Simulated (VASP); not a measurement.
Runs of VASP 6.6.1 on InP. The structure is that of space group Fm-3m (No. 225), or close to it. The cells are those of the table. 

```tsv
level	cell	k mesh	cutoff (eV)	smearing	grid for exact exchange (PRECFOCK)	share of exact exchange	screening parameter	gap on the mesh (eV)	pressure (GPa)
r2SCAN	a = 3.942 Å, angles 60.0°, 2 atoms	8 × 8 × 8	550	fermi-dirac 0.05 eV	-	-	-	none	-3.4
r2SCANh	a = 3.916 Å, angles 60.0°, 2 atoms	4 × 4 × 4	520	fermi-dirac 0.05 eV	Normal	0.1	-	none	(a)
PBEsol-based screened hybrid with 25 % exact exchange	a = 3.845 Å, angles 60.0°, 2 atoms	4 × 4 × 4	520	fermi-dirac 0.05 eV	Normal	0.25	0.207 1/Å	none	-0.1
PBE	a = 3.916 Å, angles 60.0°, 2 atoms	8 × 8 × 8	500	gaussian 0.1 eV	-	-	-	none	-0.1
```

Alike in all rows: no spin polarisation.

Q: Estimate the missing entries.

A: (a) -2.6.

Caveats: some runs use coarse meshes; spin-orbit coupling is left out, which moves the levels of the heavy elements; the PAW data sets were made with another functional, which shifts forces and pressure a little (at least some runs); the cell stands under tension (at least some runs).

A k mesh can miss the band edges, and the runs leave out spin-orbit coupling on In.

A gap of «none» marks levels without a gap at the run's occupations.
